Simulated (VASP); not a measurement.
Input of a VASP 6.6.1 run:

Contents of INCAR:

```
SYSTEM = BaTiO3
PREC = Accurate
ENCUT = 910
EDIFF = 1E-6
ISMEAR = 0
SIGMA = 0.01
LREAL = .False.
LASPH = .True.
NELM = 200
ALGO = Normal
ISIF = 2
LWAVE = .False.
LCHARG = .False.
LMAXMIX = 4
LDAU = .True.
LDAUTYPE = 2
LDAUL = -1 2 -1
LDAUU = 0 2 0
LDAUJ = 0 0 0
LDAUPRINT = 1
NBANDS = 28
GGA_COMPAT = .False.
```

File KPOINTS:

```
Automatic mesh
0
Gamma
  5 5 5
  0 0 0
```

POSCAR

```
BaTiO3
1.0
    3.8479579423      0.0000000000      0.0000000000
    0.0000000000      2.7389968352      2.7469621226
    0.0000000000     -2.7389968352      2.7469621226
Ba Ti O
1 1 3
Direct
    0.0000000000      0.0000000000      0.0000000000
    0.5000000000      0.5124000000      0.5124000000
    0.0000000000      0.4874000000      0.4874000000
    0.5000000000      0.5052400000      0.9918400000
    0.5000000000      0.9918400000      0.5052400000
```

Potentials or basis: VASP PAW LDA potentials, release 64 (Ba_sv, Ti_sv, O_h).

Launch:

```console
$ cat potpaw_LDA.64/Ba_sv/POTCAR potpaw_LDA.64/Ti_sv/POTCAR potpaw_LDA.64/O_h/POTCAR > POTCAR
$ mpirun -np 1 vasp_std > vasp.out
```

Problem. What does it give for the band gap on the k mesh?

Solution. 2.29 eV.

Problem. Predict the pressure.

Solution. 17.1 GPa.

Eigenvalues of the final occupation matrices:
```
    site  spin  trace               eigenvalues
site 2 d     1   0.92  0.13 0.13 0.13 0.27 0.27
site 2 d     2   0.92  0.13 0.13 0.13 0.27 0.27
```

Caveat: the cutoff is under 1.25 times the usual one of these potentials, so pressure, stress and relaxed cells hold a basis-set (Pulay) error; the cell stands under pressure; spin-orbit coupling is left out, which moves the levels of the heavy elements; an odd mesh through Γ misses points on the zone boundary, where band edges can lie.
